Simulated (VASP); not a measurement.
# ScSiS3 (Pm-3m) in VASP: a series of runs

The runs below take ScSiS3 through single point, relaxation of cell and atoms, with PBE.

Program: VASP 6.6.1. These are calculated values, not measurements. Logs are shortened: lines on timing, memory, paths and dates and some standing lists are left out, and cuts for length are marked.

## Step 1: The cell of the first run

The structure is cubic, space group Pm-3m (No. 221). The conventional cell has a = 4.516 Å, b = 4.516 Å, c = 4.516 Å, α = 90.00°, β = 90.00°, γ = 90.00°. Sc (site symmetry m-3m) has 12 S at 3.19 Å and 8 Si at 3.91 Å within 4.2 Å. Si (site symmetry m-3m) has 6 S at 2.26 Å within 3.0 Å. Within 3.0 Å of S (site symmetry 4/mmm) lie 2 Si at 2.26 Å.

The cell was generated, and may not be a known phase.

## Step 2: Single point, PBE, collinear spin

File INCAR:

```
ALGO = Normal
EDIFF = 1E-7
ENCUT = 520
GGA = PE
ISIF = 2
ISMEAR = 0
ISPIN = 2
LASPH = T
LCHARG = F
LMAXMIX = 4
LORBIT = 11
LREAL = F
LWAVE = F
MAGMOM = 1 0 0 0 0
NBANDS = 28
NELM = 150
PREC = Accurate
SIGMA = 0.1
```

File KPOINTS:

```
k-points
0
Gamma
  4 4 4
```

File POSCAR:

```
ScSiS3
1.0
    4.5158673976      0.0000000000      0.0000000000
    0.0000000000      4.5158673976      0.0000000000
    0.0000000000      0.0000000000      4.5158673976
Sc Si S
1 1 3
Direct
    0.0000000000      0.0000000000      0.0000000000
    0.5000000000      0.5000000000      0.5000000000
    0.0000000000      0.5000000000      0.5000000000
    0.5000000000      0.0000000000      0.5000000000
    0.5000000000      0.5000000000      0.0000000000
```

Potentials or basis: VASP PAW PBE potentials, release 64 (Sc_sv, Si, S).

Command:

```
$ cat potpaw_PBE.64/Sc_sv/POTCAR potpaw_PBE.64/Si/POTCAR potpaw_PBE.64/S/POTCAR > POTCAR
$ mpirun -np 1 vasp_std > vasp.out
```

OUTCAR:

```text
EDIFF = 1E-7
   ENCUT = 520
   GGA = PE
   ISIF = 2
   ISMEAR = 0
   ISPIN = 2
   LASPH = T
   LORBIT = 11
   LREAL = F
   NELM = 150
   PREC = Accurate

 ion  position               nearest neighbor table
   1  0.000  0.000  0.000-
   2  0.500  0.500  0.500-   3 2.26   4 2.26   5 2.26   5 2.26   4 2.26   3 2.26
   3  0.000  0.500  0.500-   2 2.26   2 2.26
   4  0.500  0.000  0.500-   2 2.26   2 2.26
   5  0.500  0.500  0.000-   2 2.26   2 2.26

  LATTYP: Found a simple cubic cell.
 ALAT       =     4.5158673976

  Lattice vectors:

 A1 = (   4.5158673976,   0.0000000000,   0.0000000000)
 A2 = (   0.0000000000,   4.5158673976,   0.0000000000)
 A3 = (   0.0000000000,   0.0000000000,   4.5158673976)

Analysis of symmetry for initial positions (statically):
=====================================================================
 Subroutine PRICEL returns:
 Original cell was already a primitive cell.

 Routine SETGRP: Setting up the symmetry group for a
 simple cubic supercell.

 Subroutine GETGRP returns: Found 48 space group operations
 (whereof 48 operations were pure point group operations)
 out of a pool of 48 trial point group operations.

The static configuration has the point symmetry O_h .

Analysis of symmetry for dynamics (positions and initial velocities):
=====================================================================
 Subroutine PRICEL returns:
 Original cell was already a primitive cell.

 Routine SETGRP: Setting up the symmetry group for a
 simple cubic supercell.

 Subroutine GETGRP returns: Found 48 space group operations
 (whereof 48 operations were pure point group operations)
 out of a pool of 48 trial point group operations.

The dynamic configuration has the point symmetry O_h .

Analysis of structural, dynamic, and magnetic symmetry:
=====================================================================
 Subroutine PRICEL returns:
 Original cell was already a primitive cell.

 Routine SETGRP: Setting up the symmetry group for a
 simple cubic supercell.

 Subroutine GETGRP returns: Found 48 space group operations
 (whereof 48 operations were pure point group operations)
 out of a pool of 48 trial point group operations.

The overall configuration has the point symmetry O_h .

 Subroutine INISYM returns: Found 48 space group operations
 (whereof 48 operations are pure point group operations),
 and found     1 'primitive' translations

----------------------------------------------------------------------------------------

                                     Primitive cell

  volume of cell :      92.0923

  direct lattice vectors                    reciprocal lattice vectors
     4.515867398  0.000000000  0.000000000     0.221441400  0.000000000  0.000000000
     0.000000000  4.515867398  0.000000000     0.000000000  0.221441400  0.000000000
     0.000000000  0.000000000  4.515867398     0.000000000  0.000000000  0.221441400

  length of vectors
     4.515867398  4.515867398  4.515867398     0.221441400  0.221441400  0.221441400

  position of ions in fractional coordinates (direct lattice)
     0.000000000  0.000000000  0.000000000
     0.500000000  0.500000000  0.500000000
     0.000000000  0.500000000  0.500000000
     0.500000000  0.000000000  0.500000000
     0.500000000  0.500000000  0.000000000

  ion indices of the primitive-cell ions
   primitive index   ion index
                 1           1
                 2           2
                 3           3
                 4           4
                 5           5

----------------------------------------------------------------------------------------

 KPOINTS: k-points

Automatic generation of k-mesh.
 Grid dimensions read from file:
 generate k-points for:    4    4    4

 Generating k-lattice:

  Cartesian coordinates                     Fractional coordinates (reciprocal lattice)
     0.055360350  0.000000000  0.000000000     0.250000000  0.000000000  0.000000000
     0.000000000  0.055360350  0.000000000     0.000000000  0.250000000  0.000000000
     0.000000000  0.000000000  0.055360350     0.000000000  0.000000000  0.250000000

  Length of vectors
     0.055360350  0.055360350  0.055360350

  Shift w.r.t. Gamma in fractional coordinates (k-lattice)
     0.000000000  0.000000000  0.000000000

 Subroutine IBZKPT returns following result:
 ===========================================

 Found     10 irreducible k-points:

 Following reciprocal coordinates:
            Coordinates               Weight
  0.000000  0.000000  0.000000      1.000000
  0.250000  0.000000  0.000000      6.000000
  0.500000  0.000000  0.000000      3.000000
  0.250000  0.250000  0.000000     12.000000
  0.500000  0.250000  0.000000     12.000000
  0.500000  0.500000  0.000000      3.000000
  0.250000  0.250000  0.250000      8.000000
  0.500000  0.250000  0.250000     12.000000
  0.500000  0.500000  0.250000      6.000000
  0.500000  0.500000  0.500000      1.000000
   k-points           NKPTS =     10   k-points in BZ     NKDIM =     10   number of bands    NBANDS=     28
   number of dos      NEDOS =    301   number of ions     NIONS =      5
   total plane-waves  NPLWV =  46656
   dimension x,y,z NGX =    36 NGY =   36 NGZ =   36
   dimension x,y,z NGXF=    72 NGYF=   72 NGZF=   72
   ions per type =               1   1   3
   NGX,Y,Z   is equivalent  to a cutoff of  13.25, 13.25, 13.25 a.u.
   NGXF,Y,Z  is equivalent  to a cutoff of  26.51, 26.51, 26.51 a.u.
 SYSTEM =  unknown system
   PREC   = accura    normal or accurate (medium, high low for compatibility)
   ISTART =      0    job   : 0-new  1-cont  2-samecut
   ICHARG =      2    charge: 1-file 2-atom 10-const
   ISPIN  =      2    spin polarized calculation?
   LNONCOLLINEAR =      F non collinear calculations
   LSORBIT =      F    spin-orbit coupling
   LASPH  =      T    aspherical Exc in radial PAW
   ENCUT  =  520.0 eV  38.22 Ry    6.18 a.u.   8.40  8.40  8.40*2*pi/ulx,y,z
   NELM   =    150;   NELMIN=  2; NELMDL= -5     # of ELM steps
   EDIFF  = 0.1E-06   stopping-criterion for ELM
   LREAL  =      F    real-space projection
   EDIFFG = 0.1E-05   stopping-criterion for IOM
   NSW    =      0    number of steps for IOM
   IBRION =     -1    ionic relax: 0-MD 1-quasi-New 2-CG
   NFREE  =      0    steps in history (QN), initial steepest desc. (CG)
   ISIF   =      2    stress and relaxation
   ISYM   =      2    0-nonsym 1-usesym 2-fastsym
   POTIM  = 0.5000    time-step for ionic-motion
   TEBEG  =    0.0;   TEEND  =   0.0 temperature during run
   PSTRESS=    0.0 pullay stress
   NELECT =      33.0000    total number of electrons
   NUPDOWN=      -1.0000    fix difference up-down
   EMIN   =  10.00;   EMAX   =-10.00  energy-range for DOS
   EFERMI =   0.00;   METHOD = LEGACY
   ISMEAR =     0;   SIGMA  =   0.10  broadening in eV -4-tet -1-fermi 0-gaus
   EFERMI_NEDOS =   21; number of points for ismear=-14 and -15
   IALGO  =     38    algorithm
   IMIX   =      4    mixing-type and parameters
     AMIX     =   0.40;   BMIX     =  1.00
     AMIX_MAG =   1.60;   BMIX_MAG =  1.00
  volume/ion in A,a.u.               =      18.42       124.29
  Fermi-wavevector in a.u.,A,eV,Ry     =   1.162800  2.197373 18.396485  1.352103
  Thomas-Fermi vector in A             =   2.299357
   LORBIT       =     11    0 simple, 1 ext, 2 COOP (PROOUT), +10 PAW based schemes
   GGA     = PE    functional components
   LHFCALC =     F    Hartree Fock is set to
   AEXX    =    0.0000 exact exchange contribution
   IVDW    =     0    specifies the selected vdW correction
   LEPSILON=     F    determine dielectric tensor
   LRPA    =     F    only Hartree local field effects (RPA)
 spin polarized calculation
 Gauss-broadening in eV      SIGMA  =   0.10
  energy-cutoff  :      520.00
  volume of cell :       92.09
 maximum number of plane-waves:      2517
 NGX is ok and might be reduce to    36
   NGX = 17   NGY = 17   NGZ = 17

 number of electron      33.0000006 magnetization      -0.0017691

 number of electron      33.0000006 magnetization       0.0004244

 Free energy of the ion-electron system (eV)
  ---------------------------------------------------
  ext. energy  EPLUGINS =         0.00000000
  ---------------------------------------------------
  free energy    TOTEN  =       -26.55419826 eV

  energy without entropy =      -26.54709269  energy(sigma->0) =      -26.55064547

 E-fermi :   6.7791     XC(G=0): -10.2421

 val. band max:        6.7591565849   @ k =   0.0000   0.0000   0.0000
 cond. band min:       6.8495094669   @ k =   0.2500   0.0000   0.0000
 fundamental gap:      0.0903528820
 Fermi energy:         6.7790676838

 spin component 1

 k-point     1 :       0.0000    0.0000    0.0000
  band No.  band energies     occupation
      1     -45.0215      1.00000
      2     -23.5581      1.00000
      3     -23.5581      1.00000
      4     -23.5581      1.00000
      5      -9.4116      1.00000
      6      -5.6776      1.00000
[... 299 lines left out ...]
     27      15.5603      0.00000
     28      15.5802      0.00000
 Fermi energy:         6.7790676838

 spin component 2

 k-point     1 :       0.0000    0.0000    0.0000
  band No.  band energies     occupation
      1     -45.0211      1.00000
      2     -23.5577      1.00000
      3     -23.5577      1.00000
      4     -23.5577      1.00000
      5      -9.4116      1.00000
      6      -5.6776      1.00000
[... 299 lines left out ...]
     27      15.5454      0.00000
     28      15.6027      0.00000

------------------------ aborting loop because EDIFF is reached ----------------------------------------

  FORCE on cell =-STRESS in cart. coord.  units (eV):
  Direction    XX          YY          ZZ          XY          YZ          ZX
  --------------------------------------------------------------------------------------
  -------------------------------------------------------------------------------------
  Total        0.0525991      0.0525991      0.0525991      0.0000000     -0.0000000      0.0000000
  in kB        0.9150934      0.9150934      0.9150934      0.0000000     -0.0000000      0.0000000
  external PRESSURE =       0.9150934 kB  Pullay stress =       0.0000000 kB

 VOLUME and BASIS-vectors are now :
 -----------------------------------------------------------------------------
  energy-cutoff  :      520.00
  volume of cell :       92.09
      direct lattice vectors                 reciprocal lattice vectors
     4.515867398  0.000000000  0.000000000     0.221441400  0.000000000  0.000000000
     0.000000000  4.515867398  0.000000000     0.000000000  0.221441400  0.000000000
     0.000000000  0.000000000  4.515867398     0.000000000  0.000000000  0.221441400

 POSITION                                       TOTAL-FORCE (eV/Angst)
 -----------------------------------------------------------------------------------
      0.00000      0.00000      0.00000         0.000000      0.000000      0.000000
      2.25793      2.25793      2.25793         0.000000      0.000000      0.000000
      0.00000      2.25793      2.25793         0.000000      0.000000      0.000000
      2.25793      0.00000      2.25793         0.000000      0.000000      0.000000
      2.25793      2.25793      0.00000         0.000000      0.000000      0.000000
 -----------------------------------------------------------------------------------
    total drift:                               -0.000000      0.000000      0.000000

  FREE ENERGIE OF THE ION-ELECTRON SYSTEM (eV)
  ---------------------------------------------------
  free  energy   TOTEN  =       -26.5541982559 eV

  energy  without entropy=      -26.5470926926  energy(sigma->0) =      -26.55064547

 total charge

# of ion       s       p       d       tot
------------------------------------------
    1        2.117   6.022   0.831   8.970
    2        0.776   0.755   0.000   1.531
    3        1.342   2.406   0.000   3.748
    4        1.342   2.406   0.000   3.748
    5        1.342   2.406   0.000   3.748
--------------------------------------------------
tot          6.920  13.995   0.831  21.746

 magnetization (x)

# of ion       s       p       d       tot
------------------------------------------
    1        0.000   0.000   0.000   0.000
    2       -0.000  -0.000   0.000  -0.000
    3       -0.000  -0.000   0.000  -0.000
    4       -0.000  -0.000   0.000  -0.000
    5       -0.000  -0.000   0.000  -0.000
--------------------------------------------------
tot         -0.000  -0.000   0.000   0.000
```

Run time: 90 s. Hardware: 1 thread of Intel Xeon 8259CL, shared host; peak memory 0.26 GiB.

Results:

```
Free energy                                           : -26.5542 eV
Pressure                                              : 0.1 GPa
Net moment                                            : 0.00 μB per cell
Valence electrons inside the program's atomic spheres : Sc 8.97; Si 1.53; S 3.75
```

## Step 3: Relaxation of cell and atoms, PBE

File INCAR:

```
PREC = Accurate ; ENCUT = 600
EDIFF = 1E-6 ; ISMEAR = 0
SIGMA = 0.1 ; LREAL = False
LASPH = True ; NELM = 60
ALGO = Normal ; ISIF = 3
LWAVE = False ; LCHARG = False
GGA = PE ; IBRION = 2
NSW = 100 ; EDIFFG = -0.01
```

File KPOINTS:

```
regular mesh
0
Gamma
  8 8 8
```

POSCAR is that of step 2.

Potentials or basis: VASP PAW PBE potentials, release 64 (Sc_sv, Si, S).

Command:

```
$ cat potpaw_PBE.64/Sc_sv/POTCAR potpaw_PBE.64/Si/POTCAR potpaw_PBE.64/S/POTCAR > POTCAR
$ mpirun -np 1 vasp_std > vasp.out
```

It took 4.2 min on 1 thread of Intel Xeon 8259CL, shared host; peak memory 0.27 GiB.

Results (log left out):

* Free energy: -26.4361 eV
* Relaxed volume: 18.48 Å³/atom
* Relaxed cell: a = 4.521 Å, b = 4.521 Å, c = 4.521 Å, α = 90.00°, β = 90.00°, γ = 90.00°
* Space group after relaxing (to 0.1 Å): Pm-3m (No. 221)
* Energy gained by relaxing: 0.1 meV/atom
* Ionic steps: 3
* Pressure after relaxing: 0.0 GPa
* Band gap on the k mesh: zero (an odd number of electrons rules out a gap without spin polarisation)

The path:
```csv
step,energy change (eV),largest force (eV/Å),pressure (GPa),volume (Å³)
1,0.0000,0.0000,0.28,92.09
2,-0.0002,0.0000,-0.13,92.53
3,-0.0003,0.0000,0.00,92.39
```

Final structure:
```
CELL_PARAMETERS angstrom
4.52066 0.00000 0.00000
0.00000 4.52066 0.00000
0.00000 0.00000 4.52066
ATOMIC_POSITIONS crystal
Sc 0.00000 0.00000 0.00000
Si 0.50000 0.50000 0.50000
S 0.00000 0.50000 0.50000
S 0.50000 0.00000 0.50000
S 0.50000 0.50000 0.00000
```

Levels at points of the mesh, in eV from the Fermi level:
```tsv
k point	band 13	band 14	band 15	band 16	band 17	band 18	band 19	band 20
(0.00, 0.00, 0.00)	-1.81	-1.81	-1.50	-1.50	-1.50	0.03	0.03	0.16
(0.50, 0.00, 0.00)	-3.20	-3.15	-2.00	-2.00	0.34	0.44	0.88	1.47
(0.50, 0.50, 0.00)	-3.08	-3.08	-2.34	-0.54	0.42	0.60	1.43	1.51
(0.50, 0.50, 0.50)	-2.28	-0.03	-0.03	-0.03	0.57	0.57	0.57	0.69
```

Caveat: the highest band is partly filled, so the run has too few bands.

The gap in the log of VASP goes by the Fermi energy; the results here count the filled bands.